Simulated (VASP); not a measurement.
# BN (P6_3mc) in VASP: a series of runs

Runs on BN. Level: LDA. Tasks: single point.

All numbers are computed with VASP 6.6.1; they aren't measurements. Logs are shortened: lines on timing, memory, paths and dates and some standing lists are left out, and cuts for length are marked.

### Step 1. The cell of the first run

Symmetry: P6_3mc, No. 186, hexagonal system. The conventional cell has a = 2.350 Å, b = 2.350 Å, c = 4.058 Å, α = 90.00°, β = 90.00°, γ = 120.00°. Within 1.9 Å of B (site symmetry 3m) lie 4 N at 1.45 to 1.52 Å. Within 1.9 Å of N (site symmetry 3m) lie 4 B at 1.45 to 1.52 Å.

### Step 2. Single point, LDA (strain -0.080 along x and y, -0.040 along z)

INCAR reads:

```
ALGO = Normal
EDIFF = 1E-6
ENCUT = 520
ISIF = 2
ISMEAR = 0
LASPH = T
LCHARG = T
LELF = T
LREAL = F
LVHAR = T
LWAVE = F
NBANDS = 16
NELM = 60
PREC = Accurate
SIGMA = 0.05
```

KPOINTS reads:

```
k-points
0
Gamma
  12 12 6
```

POSCAR reads:

```
BN
1.0
    2.3496244336      0.0000000000      0.0000000000
   -1.1748122168      2.0348344488      0.0000000000
    0.0000000000      0.0000000000      4.0577808000
B N
2 2
Direct
    0.6666666667      0.3333333333      0.9997240000
    0.3333333333      0.6666666667      0.4997240000
    0.6666666667      0.3333333333      0.6252760000
    0.3333333333      0.6666666667      0.1252760000
```

Potentials or basis: VASP PAW LDA potentials, release 64 (B, N).

Run with:

```bash
$ cat potpaw_LDA.64/B/POTCAR potpaw_LDA.64/N/POTCAR > POTCAR
$ mpirun -np 1 vasp_std > vasp.out
```

OUTCAR:

```text
EDIFF = 1E-6
   ENCUT = 520
   ISIF = 2
   ISMEAR = 0
   LASPH = T
   LREAL = F
   NELM = 60
   PREC = Accurate

 ion  position               nearest neighbor table
   1  0.667  0.333  1.000-   4 1.45   4 1.45   4 1.45   3 1.52
   2  0.333  0.667  0.500-   3 1.45   3 1.45   3 1.45   4 1.52
   3  0.667  0.333  0.625-   2 1.45   2 1.45   2 1.45   1 1.52
   4  0.333  0.667  0.125-   1 1.45   1 1.45   1 1.45   2 1.52

  LATTYP: Found a hexagonal cell.
 ALAT       =     2.3496244336
 C/A-ratio  =     1.7269912340

  Lattice vectors:

 A1 = (   2.3496244336,   0.0000000000,   0.0000000000)
 A2 = (  -1.1748122168,   2.0348344488,   0.0000000000)
 A3 = (   0.0000000000,   0.0000000000,   4.0577808000)

Analysis of symmetry for initial positions (statically):
=====================================================================
 Subroutine PRICEL returns:
 Original cell was already a primitive cell.

 Routine SETGRP: Setting up the symmetry group for a
 hexagonal supercell.

 Subroutine GETGRP returns: Found 12 space group operations
 (whereof  6 operations were pure point group operations)
 out of a pool of 24 trial point group operations.

The static configuration has the point symmetry C_3v.
 The point group associated with its full space group is C_6v.

Analysis of symmetry for dynamics (positions and initial velocities):
=====================================================================
 Subroutine PRICEL returns:
 Original cell was already a primitive cell.

 Routine SETGRP: Setting up the symmetry group for a
 hexagonal supercell.

 Subroutine GETGRP returns: Found 12 space group operations
 (whereof  6 operations were pure point group operations)
 out of a pool of 24 trial point group operations.

The dynamic configuration has the point symmetry C_3v.
 The point group associated with its full space group is C_6v.

 Subroutine INISYM returns: Found 12 space group operations
 (whereof  6 operations are pure point group operations),
 and found     1 'primitive' translations

----------------------------------------------------------------------------------------

                                     Primitive cell

  volume of cell :      19.4006

  direct lattice vectors                    reciprocal lattice vectors
     2.349624434  0.000000000  0.000000000     0.425599932  0.245720236  0.000000000
    -1.174812217  2.034834449  0.000000000     0.000000000  0.491440471  0.000000000
     0.000000000  0.000000000  4.057780800     0.000000000  0.000000000  0.246440123

  length of vectors
     2.349624434  2.349624434  4.057780800     0.491440471  0.491440471  0.246440123

  position of ions in fractional coordinates (direct lattice)
     0.666666667  0.333333333  0.999724000
     0.333333333  0.666666667  0.499724000
     0.666666667  0.333333333  0.625276000
     0.333333333  0.666666667  0.125276000

  ion indices of the primitive-cell ions
   primitive index   ion index
                 1           1
                 2           2
                 3           3
                 4           4

----------------------------------------------------------------------------------------

 KPOINTS: k-points

Automatic generation of k-mesh.
 Grid dimensions read from file:
 generate k-points for:   12   12    6

 Generating k-lattice:

  Cartesian coordinates                     Fractional coordinates (reciprocal lattice)
     0.035466661  0.020476686  0.000000000     0.083333333  0.000000000  0.000000000
     0.000000000  0.040953373  0.000000000     0.000000000  0.083333333  0.000000000
     0.000000000  0.000000000  0.041073354     0.000000000  0.000000000  0.166666667

  Length of vectors
     0.040953373  0.040953373  0.041073354

  Shift w.r.t. Gamma in fractional coordinates (k-lattice)
     0.000000000  0.000000000  0.000000000

 Subroutine IBZKPT returns following result:
 ===========================================

 Found     76 irreducible k-points:

 Following reciprocal coordinates:
            Coordinates               Weight
  0.000000  0.000000  0.000000      1.000000
  0.083333  0.000000  0.000000      6.000000
  0.166667  0.000000  0.000000      6.000000
  0.250000  0.000000  0.000000      6.000000
  0.333333  0.000000  0.000000      6.000000
  0.416667  0.000000  0.000000      6.000000
[... 16 lines left out ...]
  0.250000  0.000000  0.166667     12.000000
  0.333333  0.000000  0.166667     12.000000
 [... further k-points ...]
   k-points           NKPTS =     76   k-points in BZ     NKDIM =     76   number of bands    NBANDS=     16
   number of dos      NEDOS =    301   number of ions     NIONS =      4
   total plane-waves  NPLWV =   9720
   dimension x,y,z NGX =    18 NGY =   18 NGZ =   30
   dimension x,y,z NGXF=    36 NGYF=   36 NGZF=   60
   ions per type =               2   2
   NGX,Y,Z   is equivalent  to a cutoff of  12.74, 12.74, 12.29 a.u.
   NGXF,Y,Z  is equivalent  to a cutoff of  25.47, 25.47, 24.58 a.u.
 SYSTEM =  unknown system
   PREC   = accura    normal or accurate (medium, high low for compatibility)
   ISTART =      0    job   : 0-new  1-cont  2-samecut
   ICHARG =      2    charge: 1-file 2-atom 10-const
   ISPIN  =      1    spin polarized calculation?
   LNONCOLLINEAR =      F non collinear calculations
   LSORBIT =      F    spin-orbit coupling
   LASPH  =      T    aspherical Exc in radial PAW
   ENCUT  =  520.0 eV  38.22 Ry    6.18 a.u.   4.37  4.37  7.54*2*pi/ulx,y,z
   NELM   =     60;   NELMIN=  2; NELMDL= -5     # of ELM steps
   EDIFF  = 0.1E-05   stopping-criterion for ELM
   LREAL  =      F    real-space projection
   EDIFFG = 0.1E-04   stopping-criterion for IOM
   NSW    =      0    number of steps for IOM
   IBRION =     -1    ionic relax: 0-MD 1-quasi-New 2-CG
   NFREE  =      0    steps in history (QN), initial steepest desc. (CG)
   ISIF   =      2    stress and relaxation
   ISYM   =      2    0-nonsym 1-usesym 2-fastsym
   POTIM  = 0.5000    time-step for ionic-motion
   TEBEG  =    0.0;   TEEND  =   0.0 temperature during run
   PSTRESS=    0.0 pullay stress
   NELECT =      16.0000    total number of electrons
   NUPDOWN=      -1.0000    fix difference up-down
   EMIN   =  10.00;   EMAX   =-10.00  energy-range for DOS
   EFERMI =   0.00;   METHOD = LEGACY
   ISMEAR =     0;   SIGMA  =   0.05  broadening in eV -4-tet -1-fermi 0-gaus
   EFERMI_NEDOS =   21; number of points for ismear=-14 and -15
   IALGO  =     38    algorithm
   IMIX   =      4    mixing-type and parameters
     AMIX     =   0.40;   BMIX     =  1.00
     AMIX_MAG =   1.60;   BMIX_MAG =  1.00
  volume/ion in A,a.u.               =       4.85        32.73
  Fermi-wavevector in a.u.,A,eV,Ry     =   1.535239  2.901182 32.068390  2.356960
  Thomas-Fermi vector in A             =   2.642056
   LORBIT       =      0    0 simple, 1 ext, 2 COOP (PROOUT), +10 PAW based schemes
   GGA     = CA    functional components
   LHFCALC =     F    Hartree Fock is set to
   AEXX    =    0.0000 exact exchange contribution
   IVDW    =     0    specifies the selected vdW correction
   LEPSILON=     F    determine dielectric tensor
   LRPA    =     F    only Hartree local field effects (RPA)
 non-spin polarized calculation
 Gauss-broadening in eV      SIGMA  =   0.05
  energy-cutoff  :      520.00
  volume of cell :       19.40
 maximum number of plane-waves:       549
 NGX is ok and might be reduce to    18
   NGX =  9   NGY =  9   NGZ = 15

 number of electron      16.0000000 magnetization

 Free energy of the ion-electron system (eV)
  ---------------------------------------------------
  ext. energy  EPLUGINS =         0.00000000
  ---------------------------------------------------
  free energy    TOTEN  =       -37.68218438 eV

  energy without entropy =      -37.68218438  energy(sigma->0) =      -37.68218438

 E-fermi :  10.5630     XC(G=0): -14.0714

 val. band max:       10.3469615839   @ k =   0.0000   0.0000   0.0000
 cond. band min:      14.6809490782   @ k =   0.3333   0.3333   0.0000
 fundamental gap:      4.3339874943
 Fermi energy:        10.5630499392

 k-point     1 :       0.0000    0.0000    0.0000
  band No.  band energies     occupation
      1     -12.4434      2.00000
      2      -7.6932      2.00000
      3      -2.8418      2.00000
      4       8.1100      2.00000
      5       8.1100      2.00000
      6       9.6908      2.00000
[... 8 lines left out ...]
     15      24.8635      0.00000
     16      28.3449      0.00000

 k-point     2 :       0.0833    0.0000    0.0000
  band No.  band energies     occupation
      1     -12.2622      2.00000
      2      -7.5420      2.00000
      3      -2.6646      2.00000
      4       7.3145      2.00000
      5       7.7417      2.00000
      6       9.5264      2.00000
[... 8 lines left out ...]
     15      25.4687      0.00000
     16      28.0333      0.00000

 k-point     3 :       0.1667    0.0000    0.0000
  band No.  band energies     occupation
      1     -11.7223      2.00000
      2      -7.1028      2.00000
      3      -2.1395      2.00000
      4       5.3645      2.00000
      5       6.8919      2.00000
      6       8.0492      2.00000
[... 8 lines left out ...]
     15      26.4527      0.00000
     16      27.3324      0.00000

 k-point     4 :       0.2500    0.0000    0.0000
  band No.  band energies     occupation
      1     -10.8367      2.00000
      2      -6.4312      2.00000
      3      -1.2950      2.00000
      4       3.0019      2.00000
      5       5.9564      2.00000
      6       5.9694      2.00000
[... 8 lines left out ...]
     15      27.5443      0.00000
     16      28.6311      0.00000
[... 324 lines left out ...]
 k-point    22 :       0.1667    0.0000    0.1667
  band No.  band energies     occupation
      1     -11.5436      2.00000
      2      -7.7764      2.00000
      3      -1.1573      2.00000
      4       5.5077      2.00000
      5       7.0328      2.00000
      6       7.6316      2.00000
[... 8 lines left out ...]
     15      26.6090      0.00000
     16      27.5394      0.00000

 k-point    23 :       0.2500    0.0000    0.1667
  band No.  band energies     occupation
      1     -10.6621      2.00000
      2      -7.0460      2.00000
      3      -0.4294      2.00000
      4       3.1887      2.00000
      5       5.5567      2.00000
      6       6.1054      2.00000
[... 8 lines left out ...]
     15      27.1521      0.00000
     16      28.6427      0.00000

 k-point    24 :       0.3333    0.0000    0.1667
  band No.  band energies     occupation
      1      -9.4715      2.00000
      2      -6.1921      2.00000
      3      -0.0389      2.00000
      4       1.5526      2.00000
      5       3.3808      2.00000
      6       5.3318      2.00000
[... 8 lines left out ...]
     15      28.8364      0.00000
     16      29.3630      0.00000

 [... further k-points ...]

------------------------ aborting loop because EDIFF is reached ----------------------------------------

  FORCE on cell =-STRESS in cart. coord.  units (eV):
  Direction    XX          YY          ZZ          XY          YZ          ZX
  --------------------------------------------------------------------------------------
  -------------------------------------------------------------------------------------
  Total       14.2667752     14.2667752      6.5323335      0.0000000      0.0000000      0.0000000
  in kB     1178.2034425   1178.2034424    539.4644317      0.0000000      0.0000000      0.0000000
  external PRESSURE =     965.2904389 kB  Pullay stress =       0.0000000 kB

 VOLUME and BASIS-vectors are now :
 -----------------------------------------------------------------------------
  energy-cutoff  :      520.00
  volume of cell :       19.40
      direct lattice vectors                 reciprocal lattice vectors
     2.349624434  0.000000000  0.000000000     0.425599932  0.245720236  0.000000000
    -1.174812217  2.034834449  0.000000000     0.000000000  0.491440471  0.000000000
     0.000000000  0.000000000  4.057780800     0.000000000  0.000000000  0.246440123

 POSITION                                       TOTAL-FORCE (eV/Angst)
 -----------------------------------------------------------------------------------
      1.17481      0.67828      4.05666        -0.000000      0.000000     -0.639405
     -0.00000      1.35656      2.02777         0.000000     -0.000000     -0.639405
      1.17481      0.67828      2.53723        -0.000000      0.000000      0.639405
     -0.00000      1.35656      0.50834         0.000000     -0.000000      0.639405
 -----------------------------------------------------------------------------------
    total drift:                               -0.000000     -0.000000      0.001204

  FREE ENERGIE OF THE ION-ELECTRON SYSTEM (eV)
  ---------------------------------------------------
  free  energy   TOTEN  =       -37.6821843814 eV

  energy  without entropy=      -37.6821843814  energy(sigma->0) =      -37.68218438
```

Wall time 30 s (1 thread of Intel Xeon 6975P-C, shared host); peak memory 0.13 GiB.

Results:

```
Free energy            : -37.6822 eV
Pressure               : 96.5 GPa
Largest force          : 0.639 eV/Å
Band gap on the k mesh : 4.33 eV, indirect (least direct gap 7.97 eV)
```

Forces on the atoms (eV/Å):
```
B    0.000  0.000 -0.639
B    0.000  0.000 -0.639
N    0.000  0.000  0.639
N    0.000  0.000  0.639
```

Caveat: the cell differs from its parent crystal (strain -0.080 along x and y, -0.040 along z). A k mesh can miss the band edges.

### Step 3. Single point, LDA (strain -0.080 along x and y, +0.000 along z)

INCAR reads:

```
ALGO     = Normal         # electronic algorithm
EDIFF    = 1E-6           # SCF threshold, eV
ENCUT    = 520            # plane-wave cutoff, eV
ISIF     = 2              # what is computed and relaxed
ISMEAR   = 0              # smearing method
LASPH    = T              # aspherical terms in the spheres
LCHARG   = F              # write CHGCAR
LREAL    = F              # projectors in reciprocal space
LWAVE    = F              # write WAVECAR
NBANDS   = 16             # bands
NELM     = 80             # most SCF steps
PREC     = Accurate       # precision mode
SIGMA    = 0.05           # smearing width, eV
```

KPOINTS is that of step 2.

Changes to POSCAR since step 2:

```diff
@@ -4,3 +4,3 @@
    -1.1748122168      2.0348344488      0.0000000000
-    0.0000000000      0.0000000000      4.0577808000
+    0.0000000000      0.0000000000      4.2268550000
 B N
```

Potentials or basis: VASP PAW LDA potentials, release 64 (B, N).

Run with:

```bash
$ cat potpaw_LDA.64/B/POTCAR potpaw_LDA.64/N/POTCAR > POTCAR
$ mpirun -np 1 vasp_std > vasp.out
```

It took 33 s on 1 thread of Intel Xeon 6975P-C, shared host; peak memory 0.13 GiB.

It converged, with:

| Property | Result |
| --- | --- |
| Free energy | -37.8062 eV |
| Pressure | 71.9 GPa |
| Largest force | 0.628 eV/Å |
| Band gap on the k mesh | 4.25 eV, indirect (least direct gap 6.34 eV) |

Forces on the atoms (eV/Å):
```
B    0.000  0.000 -0.628
B    0.000  0.000 -0.628
N    0.000  0.000  0.628
N    0.000  0.000  0.628
```

Stress tensor (GPa, compression positive):
```
109.21   0.00   0.00
  0.00 109.21   0.00
  0.00   0.00  -2.66
```

Levels at points of the mesh, in eV from the valence-band top:
| k point | band 5 | band 6 | band 7 | band 8 | band 9 | band 10 | band 11 | band 12 |
| --- | --- | --- | --- | --- | --- | --- | --- | --- |
| (0.00, 0.00, 0.00) | -1.84 | -0.99 | 0.00 | 0.00 | 6.34 | 9.69 | 9.69 | 13.01 |
| (0.50, 0.00, 0.00) | -7.79 | -5.41 | -5.25 | -2.86 | 7.44 | 7.95 | 11.84 | 11.96 |
| (0.00, 0.00, 0.50) | -1.01 | -1.01 | -1.01 | -1.01 | 11.18 | 11.18 | 11.18 | 11.18 |
| (0.50, 0.00, 0.50) | -4.68 | -4.68 | -4.30 | -4.30 | 6.39 | 6.39 | 10.77 | 10.77 |

Caveat: the cell differs from its parent crystal (strain -0.080 along x and y, +0.000 along z). A k mesh can miss the band edges.
